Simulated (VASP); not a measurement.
# KBr in VASP: notebook

Runs on KBr. Level: LDA. Tasks: single point.

Everything below comes from runs of VASP 6.6.1. Logs are shortened: lines on timing, memory, paths and dates and some standing lists are left out, and cuts for length are marked.

### 1 The cell of the first run

The structure is tetragonal, space group I4/mmm (No. 139). Conventional cell: a = 4.796 Å, b = 4.796 Å, c = 6.684 Å, α = 90.00°, β = 90.00°, γ = 90.00°. Within 4.4 Å of K (site symmetry 4/mmm) lie 6 Br at 3.34 to 3.39 Å. Br (site symmetry 4/mmm) has 6 K at 3.34 to 3.39 Å within 4.4 Å.

### 2 Single point, LDA (strain +0.030 along x and y, +0.015 along z)

The input, INCAR:

```
SYSTEM = KBr
ALGO = Normal ; EDIFF = 1E-6
ENCUT = 520 ; GGA = CA
ISIF = 2 ; ISMEAR = 0
LASPH = .True. ; LCHARG = .True.
LELF = .True. ; LREAL = .False.
LVHAR = .True. ; LWAVE = .False.
NBANDS = 15 ; NELM = 80
PREC = Accurate ; SIGMA = 0.05
```

The input, KPOINTS:

```
k-points
0
Gamma
  6 6 6
  0 0 0
```

The input, POSCAR:

```
KBr
1.0
    0.0000000000      3.3912750000      3.3418875000
    3.3912750000      0.0000000000      3.3418875000
    3.3912750000      3.3912750000      0.0000000000
K Br
1 1
Direct
    0.0000000000      0.0000000000      0.0000000000
    0.5000000000      0.5000000000      0.5000000000
```

Potentials or basis: VASP PAW LDA potentials, release 64 (K_sv, Br).

Launch:

```bash
$ cat potpaw_LDA.64/K_sv/POTCAR potpaw_LDA.64/Br/POTCAR > POTCAR
$ mpirun -np 1 vasp_std > vasp.out
```

OUTCAR:

```text
SYSTEM = KBr
   EDIFF = 1E-6
   ENCUT = 520
   GGA = CA
   ISIF = 2
   ISMEAR = 0
   LASPH = .True.
   LREAL = .False.
   NELM = 80
   PREC = Accurate

 ion  position               nearest neighbor table
   1  0.000  0.000  0.000-
   2  0.500  0.500  0.500-

  LATTYP: Found a body centered tetragonal cell.
 ALAT       =     4.7959870987
 C/A-ratio  =     1.3936182192

  Lattice vectors:

 A1 = (   0.0000000000,  -3.3912750000,  -3.3418875000)
 A2 = (   0.0000000000,   3.3912750000,  -3.3418875000)
 A3 = (   3.3912750000,   0.0000000000,   3.3418875000)

Analysis of symmetry for initial positions (statically):
=====================================================================
 Subroutine PRICEL returns:
 Original cell was already a primitive cell.

 Routine SETGRP: Setting up the symmetry group for a
 body centered tetragonal supercell.

 Subroutine GETGRP returns: Found 16 space group operations
 (whereof 16 operations were pure point group operations)
 out of a pool of 16 trial point group operations.

The static configuration has the point symmetry D_4h.

Analysis of symmetry for dynamics (positions and initial velocities):
=====================================================================
 Subroutine PRICEL returns:
 Original cell was already a primitive cell.

 Routine SETGRP: Setting up the symmetry group for a
 body centered tetragonal supercell.

 Subroutine GETGRP returns: Found 16 space group operations
 (whereof 16 operations were pure point group operations)
 out of a pool of 16 trial point group operations.

The dynamic configuration has the point symmetry D_4h.

 Subroutine INISYM returns: Found 16 space group operations
 (whereof 16 operations are pure point group operations),
 and found     1 'primitive' translations

----------------------------------------------------------------------------------------

                                     Primitive cell

  volume of cell :      76.8684

  direct lattice vectors                    reciprocal lattice vectors
     0.000000000  3.391275000  3.341887500    -0.147437173  0.147437173  0.149616048
     3.391275000  0.000000000  3.341887500     0.147437173 -0.147437173  0.149616048
     3.391275000  3.391275000  0.000000000     0.147437173  0.147437173 -0.149616048

  length of vectors
     4.761192938  4.761192938  4.795987099     0.256632815  0.256632815  0.256632815

  position of ions in fractional coordinates (direct lattice)
     0.000000000  0.000000000  0.000000000
     0.500000000  0.500000000  0.500000000

  ion indices of the primitive-cell ions
   primitive index   ion index
                 1           1
                 2           2

----------------------------------------------------------------------------------------

 KPOINTS: k-points

Automatic generation of k-mesh.
 Grid dimensions read from file:
 generate k-points for:    6    6    6

 Generating k-lattice:

  Cartesian coordinates                     Fractional coordinates (reciprocal lattice)
    -0.024572862  0.024572862  0.024936008     0.166666667  0.000000000  0.000000000
     0.024572862 -0.024572862  0.024936008     0.000000000  0.166666667  0.000000000
     0.024572862  0.024572862 -0.024936008    -0.000000000 -0.000000000  0.166666667

  Length of vectors
     0.042772136  0.042772136  0.042772136

  Shift w.r.t. Gamma in fractional coordinates (k-lattice)
     0.000000000  0.000000000  0.000000000

 Subroutine IBZKPT returns following result:
 ===========================================

 Found     30 irreducible k-points:

 Following reciprocal coordinates:
            Coordinates               Weight
  0.000000  0.000000  0.000000      1.000000
  0.166667  0.000000  0.000000      8.000000
  0.333333  0.000000  0.000000      8.000000
  0.500000  0.000000  0.000000      4.000000
  0.166667  0.166667  0.000000      2.000000
  0.333333  0.166667  0.000000      8.000000
[... 16 lines left out ...]
  0.333333  0.000000  0.333333      4.000000
  0.500000  0.000000  0.333333     16.000000
 [... further k-points ...]
   k-points           NKPTS =     30   k-points in BZ     NKDIM =     30   number of bands    NBANDS=     15
   number of dos      NEDOS =    301   number of ions     NIONS =      2
   total plane-waves  NPLWV =  46656
   dimension x,y,z NGX =    36 NGY =   36 NGZ =   36
   dimension x,y,z NGXF=    72 NGYF=   72 NGZF=   72
   ions per type =               1   1
   NGX,Y,Z   is equivalent  to a cutoff of  12.57, 12.57, 12.48 a.u.
   NGXF,Y,Z  is equivalent  to a cutoff of  25.14, 25.14, 24.96 a.u.
 SYSTEM =  KBr
   PREC   = accura    normal or accurate (medium, high low for compatibility)
   ISTART =      0    job   : 0-new  1-cont  2-samecut
   ICHARG =      2    charge: 1-file 2-atom 10-const
   ISPIN  =      1    spin polarized calculation?
   LNONCOLLINEAR =      F non collinear calculations
   LSORBIT =      F    spin-orbit coupling
   LASPH  =      T    aspherical Exc in radial PAW
   ENCUT  =  520.0 eV  38.22 Ry    6.18 a.u.   8.85  8.85  8.92*2*pi/ulx,y,z
   NELM   =     80;   NELMIN=  2; NELMDL= -5     # of ELM steps
   EDIFF  = 0.1E-05   stopping-criterion for ELM
   LREAL  =      F    real-space projection
   EDIFFG = 0.1E-04   stopping-criterion for IOM
   NSW    =      0    number of steps for IOM
   IBRION =     -1    ionic relax: 0-MD 1-quasi-New 2-CG
   NFREE  =      0    steps in history (QN), initial steepest desc. (CG)
   ISIF   =      2    stress and relaxation
   ISYM   =      2    0-nonsym 1-usesym 2-fastsym
   POTIM  = 0.5000    time-step for ionic-motion
   TEBEG  =    0.0;   TEEND  =   0.0 temperature during run
   PSTRESS=    0.0 pullay stress
   NELECT =      16.0000    total number of electrons
   NUPDOWN=      -1.0000    fix difference up-down
   EMIN   =  10.00;   EMAX   =-10.00  energy-range for DOS
   EFERMI =   0.00;   METHOD = LEGACY
   ISMEAR =     0;   SIGMA  =   0.05  broadening in eV -4-tet -1-fermi 0-gaus
   EFERMI_NEDOS =   21; number of points for ismear=-14 and -15
   IALGO  =     38    algorithm
   IMIX   =      4    mixing-type and parameters
     AMIX     =   0.40;   BMIX     =  1.00
     AMIX_MAG =   1.60;   BMIX_MAG =  1.00
  volume/ion in A,a.u.               =      38.43       259.37
  Fermi-wavevector in a.u.,A,eV,Ry     =   0.970210  1.833430 12.807253  0.941307
  Thomas-Fermi vector in A             =   2.100326
   LORBIT       =      0    0 simple, 1 ext, 2 COOP (PROOUT), +10 PAW based schemes
   GGA     = CA    functional components
   LHFCALC =     F    Hartree Fock is set to
   AEXX    =    0.0000 exact exchange contribution
   IVDW    =     0    specifies the selected vdW correction
   LEPSILON=     F    determine dielectric tensor
   LRPA    =     F    only Hartree local field effects (RPA)
 non-spin polarized calculation
 Gauss-broadening in eV      SIGMA  =   0.05
  energy-cutoff  :      520.00
  volume of cell :       76.87
 maximum number of plane-waves:      2098
   NGX = 17   NGY = 17   NGZ = 17

 number of electron      16.0000003 magnetization

 Free energy of the ion-electron system (eV)
  ---------------------------------------------------
  ext. energy  EPLUGINS =         0.00000000
  ---------------------------------------------------
  free energy    TOTEN  =        -6.73669390 eV

  energy without entropy =       -6.73669390  energy(sigma->0) =       -6.73669390

 E-fermi :  -1.9560     XC(G=0):  -7.6197

 val. band max:       -2.1714956714   @ k =   0.0000   0.0000   0.0000
 cond. band min:       1.7019608878   @ k =   0.0000   0.0000   0.0000
 fundamental gap:      3.8734565593
 Fermi energy:        -1.9560184314

 k-point     1 :       0.0000    0.0000    0.0000
  band No.  band energies     occupation
      1     -29.7252      2.00000
      2     -14.4201      2.00000
      3     -13.4336      2.00000
      4     -13.4335      2.00000
      5     -13.4335      2.00000
      6      -2.1740      2.00000
      7      -2.1740      2.00000
      8      -2.1715      2.00000
      9       1.7020      0.00000
     10       5.1277      0.00000
     11       5.1277      0.00000
     12       5.2136      0.00000
     13       5.9509      0.00000
     14       6.0191      0.00000
     15       8.8469      0.00000

 k-point     2 :       0.1667    0.0000    0.0000
  band No.  band energies     occupation
      1     -29.7241      2.00000
      2     -14.4605      2.00000
      3     -13.4351      2.00000
      4     -13.4346      2.00000
      5     -13.3793      2.00000
      6      -2.5265      2.00000
      7      -2.2531      2.00000
      8      -2.2516      2.00000
      9       2.3395      0.00000
     10       4.9813      0.00000
     11       5.4368      0.00000
     12       5.4896      0.00000
     13       6.2689      0.00000
     14       6.3433      0.00000
     15       9.7286      0.00000

 k-point     3 :       0.3333    0.0000    0.0000
  band No.  band energies     occupation
      1     -29.7220      2.00000
      2     -14.5311      2.00000
      3     -13.4384      2.00000
      4     -13.4366      2.00000
      5     -13.2805      2.00000
      6      -3.0684      2.00000
      7      -2.4020      2.00000
      8      -2.4009      2.00000
      9       3.4726      0.00000
     10       5.0962      0.00000
     11       6.2567      0.00000
     12       6.3002      0.00000
     13       7.0630      0.00000
     14       7.1523      0.00000
     15       8.6777      0.00000

 k-point     4 :       0.5000    0.0000    0.0000
  band No.  band energies     occupation
      1     -29.7209      2.00000
      2     -14.5627      2.00000
      3     -13.4400      2.00000
      4     -13.4376      2.00000
      5     -13.2347      2.00000
      6      -3.2927      2.00000
      7      -2.4723      2.00000
      8      -2.4716      2.00000
      9       3.9314      0.00000
     10       5.4966      0.00000
     11       7.1679      0.00000
     12       7.1791      0.00000
     13       7.3741      0.00000
     14       7.4984      0.00000
     15       8.0255      0.00000
[... 307 lines left out ...]
 k-point    22 :      -0.3333    0.5000    0.1667
  band No.  band energies     occupation
      1     -29.7195      2.00000
      2     -14.3913      2.00000
      3     -13.4982      2.00000
      4     -13.4756      2.00000
      5     -13.3893      2.00000
      6      -2.8449      2.00000
      7      -2.6169      2.00000
      8      -2.6123      2.00000
      9       4.1011      0.00000
     10       5.1622      0.00000
     11       5.6504      0.00000
     12       6.5682      0.00000
     13       7.4569      0.00000
     14       8.2181      0.00000
     15       8.5988      0.00000

 k-point    23 :       0.3333    0.0000    0.3333
  band No.  band energies     occupation
      1     -29.7211      2.00000
      2     -14.4163      2.00000
      3     -13.4566      2.00000
      4     -13.4541      2.00000
      5     -13.4122      2.00000
      6      -2.9507      2.00000
      7      -2.3902      2.00000
      8      -2.3817      2.00000
      9       3.7507      0.00000
     10       3.7872      0.00000
     11       6.6312      0.00000
     12       6.7660      0.00000
     13       7.3094      0.00000
     14       7.3445      0.00000
     15       8.0848      0.00000

 k-point    24 :       0.5000    0.0000    0.3333
  band No.  band energies     occupation
      1     -29.7200      2.00000
      2     -14.4044      2.00000
      3     -13.4835      2.00000
      4     -13.4565      2.00000
      5     -13.4034      2.00000
      6      -2.9477      2.00000
      7      -2.5787      2.00000
      8      -2.4489      2.00000
      9       3.8441      0.00000
     10       4.6697      0.00000
     11       6.1776      0.00000
     12       7.0615      0.00000
     13       7.0829      0.00000
     14       7.8780      0.00000
     15       8.2752      0.00000

 [... further k-points ...]

------------------------ aborting loop because EDIFF is reached ----------------------------------------

  FORCE on cell =-STRESS in cart. coord.  units (eV):
  Direction    XX          YY          ZZ          XY          YZ          ZX
  --------------------------------------------------------------------------------------
  -------------------------------------------------------------------------------------
  Total       -1.1136284     -1.1136284     -0.9994814      0.0000000      0.0000000     -0.0000000
  in kB      -23.2114918    -23.2114918    -20.8323111      0.0000000      0.0000000     -0.0000000
  external PRESSURE =     -22.4184316 kB  Pullay stress =       0.0000000 kB

 VOLUME and BASIS-vectors are now :
 -----------------------------------------------------------------------------
  energy-cutoff  :      520.00
  volume of cell :       76.87
      direct lattice vectors                 reciprocal lattice vectors
     0.000000000  3.391275000  3.341887500    -0.147437173  0.147437173  0.149616048
     3.391275000  0.000000000  3.341887500     0.147437173 -0.147437173  0.149616048
     3.391275000  3.391275000  0.000000000     0.147437173  0.147437173 -0.149616048

 POSITION                                       TOTAL-FORCE (eV/Angst)
 -----------------------------------------------------------------------------------
      0.00000      0.00000      0.00000         0.000000     -0.000000     -0.000000
      3.39127      3.39127      3.34189        -0.000000      0.000000      0.000000
 -----------------------------------------------------------------------------------
    total drift:                                0.000000      0.000000      0.000000

  FREE ENERGIE OF THE ION-ELECTRON SYSTEM (eV)
  ---------------------------------------------------
  free  energy   TOTEN  =        -6.7366939009 eV

  energy  without entropy=       -6.7366939009  energy(sigma->0) =       -6.73669390
```

Run time: 19 s. Hardware: 1 thread of AMD EPYC 9R45 (Zen 5), shared host; peak memory 0.16 GiB.

What came out:

```yaml
Free_energy: -6.7367 eV
Pressure: -2.2 GPa
Band_gap_on_the_k_mesh: 3.87 eV, direct
```

Levels at points of the mesh, in eV from the valence-band top:
| k point | band 5 | band 6 | band 7 | band 8 | band 9 | band 10 | band 11 | band 12 |
| --- | --- | --- | --- | --- | --- | --- | --- | --- |
| (0.00, 0.00, 0.00) | -11.26 | 0.00 | 0.00 | 0.00 | 3.87 | 7.30 | 7.30 | 7.39 |
| (0.50, 0.00, 0.00) | -11.06 | -1.12 | -0.30 | -0.30 | 6.10 | 7.67 | 9.34 | 9.35 |
| (0.50, 0.50, 0.00) | -11.29 | -0.77 | -0.29 | -0.29 | 5.61 | 6.63 | 8.83 | 9.10 |
| (0.50, 0.00, 0.50) | -11.29 | -0.79 | -0.28 | -0.26 | 5.63 | 6.61 | 8.75 | 9.06 |

Caveat: the cell differs from its parent crystal (strain +0.030 along x and y, +0.015 along z).

### 3 Single point, LDA (strain -0.030 along x and y, -0.030 along z)

The input, INCAR:

```
SYSTEM = KBr
PREC = Accurate
ENCUT = 520
EDIFF = 1E-6
ISMEAR = 0
SIGMA = 0.05
LREAL = .False.
LASPH = .True.
NELM = 80
ALGO = Normal
ISIF = 2
LWAVE = .False.
LCHARG = .True.
GGA = CA
LELF = .True.
LVHAR = .True.
NBANDS = 15
```

The input, KPOINTS:

```
regular mesh
0
Gamma
  6 6 6
  0 0 0
```

The input, POSCAR:

```
KBr
1.0
    0.0000000000      3.1937250000      3.1937250000
    3.1937250000      0.0000000000      3.1937250000
    3.1937250000      3.1937250000      0.0000000000
K Br
1 1
Direct
    0.0000000000      0.0000000000      0.0000000000
    0.5000000000      0.5000000000      0.5000000000
```

Potentials or basis: VASP PAW LDA potentials, release 64 (K_sv, Br).

Launch:

```bash
$ cat potpaw_LDA.64/K_sv/POTCAR potpaw_LDA.64/Br/POTCAR > POTCAR
$ mpirun -np 1 vasp_std > vasp.out
```

OUTCAR:

```text
SYSTEM = KBr
   PREC = Accurate
   ENCUT = 520
   EDIFF = 1E-6
   ISMEAR = 0
   LREAL = .False.
   LASPH = .True.
   NELM = 80
   ISIF = 2
   GGA = CA

 ion  position               nearest neighbor table
   1  0.000  0.000  0.000-   2 3.19   2 3.19   2 3.19   2 3.19   2 3.19   2 3.19
   2  0.500  0.500  0.500-   1 3.19   1 3.19   1 3.19   1 3.19   1 3.19   1 3.19

  LATTYP: Found a face centered cubic cell.
 ALAT       =     6.3874500000

  Lattice vectors:

 A1 = (   0.0000000000,   3.1937250000,   3.1937250000)
 A2 = (   3.1937250000,   0.0000000000,   3.1937250000)
[... 464 lines left out ...]

  FORCE on cell =-STRESS in cart. coord.  units (eV):
  Direction    XX          YY          ZZ          XY          YZ          ZX
  --------------------------------------------------------------------------------------
  -------------------------------------------------------------------------------------
  Total       -0.0235851     -0.0235851     -0.0235851     -0.0000000     -0.0000000      0.0000000
  in kB       -0.5799971     -0.5799971     -0.5799971     -0.0000000     -0.0000000      0.0000000
  external PRESSURE =      -0.5799971 kB  Pullay stress =       0.0000000 kB

 VOLUME and BASIS-vectors are now :
 -----------------------------------------------------------------------------
  energy-cutoff  :      520.00
  volume of cell :       65.15
      direct lattice vectors                 reciprocal lattice vectors
     0.000000000  3.193725000  3.193725000    -0.156556998  0.156556998  0.156556998
     3.193725000  0.000000000  3.193725000     0.156556998 -0.156556998  0.156556998
     3.193725000  3.193725000  0.000000000     0.156556998  0.156556998 -0.156556998

 POSITION                                       TOTAL-FORCE (eV/Angst)
 -----------------------------------------------------------------------------------
      0.00000      0.00000      0.00000         0.000000      0.000000      0.000000
      3.19373      3.19373      3.19373        -0.000000      0.000000     -0.000000
 -----------------------------------------------------------------------------------
    total drift:                                0.000000      0.000000      0.000000

  FREE ENERGIE OF THE ION-ELECTRON SYSTEM (eV)
  ---------------------------------------------------
  free  energy   TOTEN  =        -6.8346778046 eV

  energy  without entropy=       -6.8346778046  energy(sigma->0) =       -6.83467780
```

stdout:

```text
POSCAR found type information on POSCAR K Br
 POSCAR found :  2 types and       2 ions
 scaLAPACK will be used
 LDA part: xc-table for (Slater(with rela. corr.)+CA(PZ))
 , standard interpolation
 POSCAR, INCAR and KPOINTS ok, starting setup
 FFT: planning ... GRIDC
 FFT: planning ... GRID_SOFT
 FFT: planning ... GRID
 WAVECAR not read
 entering main loop
```

Run time: 30 s. Hardware: 1 thread of AMD EPYC 7R43 (Zen 3), shared host; peak memory 0.14 GiB.

Results:

```
Free energy            : -6.8347 eV
Pressure               : -0.1 GPa
Band gap on the k mesh : 4.31 eV, direct
```

Caveat: the cell differs from its parent crystal (strain -0.030 along x and y, -0.030 along z).
